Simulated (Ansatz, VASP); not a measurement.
## Ta4O: VASP beside Ansatz

```
Ta O
1.0
     3.25910    0.00000    0.00000
     0.00000    3.25910    0.00000
     0.00000    0.00000    7.56224
Ta O
4 1
Direct
  0.00000 0.00000 0.50000
  0.50000 0.50000 0.78278
  0.50000 0.50000 0.21722
  0.00000 0.00000 0.00000
  0.50000 0.50000 0.50000
```

Change from the starting cell: strain +0.015 along x and y, +0.030 along z, atoms carried along.

Alike in both runs: task single point; functional PBEsol; k mesh 14 × 14 × 8; occupations gaussian, width 0.15 eV; no spin polarisation.

|  | VASP | Ansatz |
| --- | --- | --- |
| version | VASP 6.6.1 | Ansatz 0.2.0 |
| potentials or method | VASP PAW PBE potentials, release 64 (Ta_pv, O), cutoff 520 eV | scalar-relativistic, plane waves, PAW |
| valence electrons in the cell | 50 | 58 |

VASP gave:

| Property | Result |
| --- | --- |
| gap on the k mesh at the Fermi level (eV) | none |
| pressure (GPa) | -12.3 |
| traceless stress, the component that is largest in VASP (GPa) | -2.98 |
| rms of the force components (eV/Å) | 0.066 |

Q: Which values does Ansatz return?

A: gap on the k mesh at the Fermi level (eV): none; pressure (GPa): -12.5; traceless stress, the component that is largest in VASP (GPa): -3.09; rms of the force components (eV/Å): 0.078.

VASP's potentials were made for PBE, not for PBEsol. Atom by atom the forces differ by 0.012 eV/Å (rms over components). A gap of «none» marks a metal or a gap that the smearing closes. With one functional, cell and mesh, what is left measures potentials, basis and numerics. VASP's potentials hold 50 valence electrons a cell and Ansatz's 58, so a difference there can come from the potentials and not from the codes.

Neither program's run includes spin-orbit coupling.
